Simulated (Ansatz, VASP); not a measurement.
One calculation of As, two programs

The input INCAR:

```
PREC = Accurate
ENCUT = 520
EDIFF = 1E-7
ISMEAR = -1
SIGMA = 0.02
LREAL = False
LASPH = True
NELM = 60
ALGO = Normal
ISIF = 2
LWAVE = False
LCHARG = False
GGA = PE
NBANDS = 18
```

KPOINTS

```
regular mesh
0
Gamma
  8 8 6
```

Contents of POSCAR:

```
As
1.0
    1.8338257587     -5.5608500978      0.0000000000
    1.8338257587      5.5608500978      0.0000000000
    0.0000000000      0.0000000000      4.5917972154
As
4
Direct
    0.1075954018      0.8924045982      0.0687841447
    0.6075954018      0.3924045982      0.4312158553
    0.8924045982      0.1075954018      0.9312158553
    0.3924045982      0.6075954018      0.5687841447
```

Input for Ansatz:

```yaml
crystal:
  lattice:
    - [1.8338257587, -5.5608500978, 0.0]
    - [1.8338257587, 5.5608500978, 0.0]
    - [0.0, 0.0, 4.5917972154]
  atoms:
    - { symbol: As, position: [0.1075954018, 0.8924045982, 0.0687841447] }
    - { symbol: As, position: [0.6075954018, 0.3924045982, 0.4312158553] }
    - { symbol: As, position: [0.8924045982, 0.1075954018, 0.9312158553] }
    - { symbol: As, position: [0.3924045982, 0.6075954018, 0.5687841447] }
kpoints:
  mp_grid: { grid: [8, 8, 6] }
  band_path:
    path:
      - [0.0, 0.0, 0.0]
      - [-0.5, 0.5, 0.0]
      - [-0.2771877814, 0.7228122186, 0.0]
      - [0.2771877814, 0.2771877814, 0.0]
      - [0.0, 0.0, 0.5]
      - [0.2771877814, 0.2771877814, 0.5]
      - [-0.2771877814, 0.7228122186, 0.5]
      - [-0.5, 0.5, 0.5]
      - [0.0, 0.5, 0.0]
      - [-0.45, 0.45, 0.0]
      - [-0.4554375563, 0.5445624437, 0.0]
    npoints: 1
hamiltonian:
  xc: pbe
scf:
  occupations: { method: fermi_dirac, width: 0.02 }
  n_extra_bands: 5
output:
  forces: true
  stress: true
  eigenvalues: true
```

Alike in both runs: task single point; functional PBE; k mesh 8 × 8 × 6; occupations fermi-dirac, width 0.02 eV; no spin polarisation.

|  | VASP | Ansatz |
| --- | --- | --- |
| version | VASP 6.6.1 | Ansatz 0.2.0 |
| potentials or method | VASP PAW PBE potentials, release 64 (As) | plane waves, PAW |
| plane-wave cutoff (eV) | 520 | 420 |
| valence electrons in the cell | 20 | 60 |

```csv
,VASP,Ansatz,Ansatz less VASP
pressure (GPa),3.0,2.6,-0.33
"traceless stress, the component that is largest in VASP (GPa)",0.10,0.10,+0.007
rms of the force components (eV/Å),0.219,0.182,-0.0372
```

Atom by atom the forces differ by 0.037 eV/Å (rms over components). VASP's potentials hold 20 valence electrons a cell and Ansatz's 60, so a difference there can come from the potentials and not from the codes.
